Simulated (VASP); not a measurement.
Set up this calculation in VASP 6.6.1, as the native input.

* Task: single point
* Functional: LDA
* Potentials or basis: VASP PAW LDA potentials, release 64 (Si, C)
* Cutoff: 520 eV
* k mesh: 12 × 12 × 6
* Occupations: gaussian, width 0.05 eV
* Spin: no spin polarisation
* Dipole correction: no
* Further INCAR settings: ALGO = Normal; EDIFF = 1e-07; NBANDS = 16

The structure of SiC lies in POSCAR:

```
SiC
1.0
    3.0838793107      0.0000000000      0.0000000000
   -1.5419396554      2.6707178252      0.0000000000
    0.0000000000      0.0000000000      4.9264971988
Si C
2 2
Direct
    0.3333333333      0.6666666667      0.0046041256
    0.6666666667      0.3333333333      0.5046041256
    0.3333333333      0.6666666667      0.3654442382
    0.6666666667      0.3333333333      0.8654442382
```

This cell differs from its parent crystal: c/a of the conventional cell at fixed volume 1.5975.

The input as run:

INCAR

```
PREC = Accurate
ENCUT = 520
EDIFF = 1E-7
ISMEAR = 0
SIGMA = 0.05
LREAL = F
LASPH = T
NELM = 80
ALGO = Normal
ISIF = 2
LWAVE = F
LCHARG = F
GGA = CA
NBANDS = 16
```

KPOINTS

```
regular mesh
0
Gamma
  12 12 6
```

Potentials or basis: VASP PAW LDA potentials, release 64 (Si, C).

Launch:

```bash
$ cat potpaw_LDA.64/Si/POTCAR potpaw_LDA.64/C/POTCAR > POTCAR
$ mpirun -np 1 vasp_std > vasp.out
```

Results of the run:

| Item | Value |
| --- | --- |
| Pressure | 2.2 GPa |
| Largest force | 2.087 eV/Å |
| Band gap on the k mesh | 1.74 eV, indirect (least direct gap 3.51 eV) |

Caveat: forces of over 1 eV/Å act on the atoms, so gaps and moduli don't describe the material at rest.

Run time: 52 s on 1 thread of Intel Xeon 8259CL (shared host), peak memory 0.16 GiB.
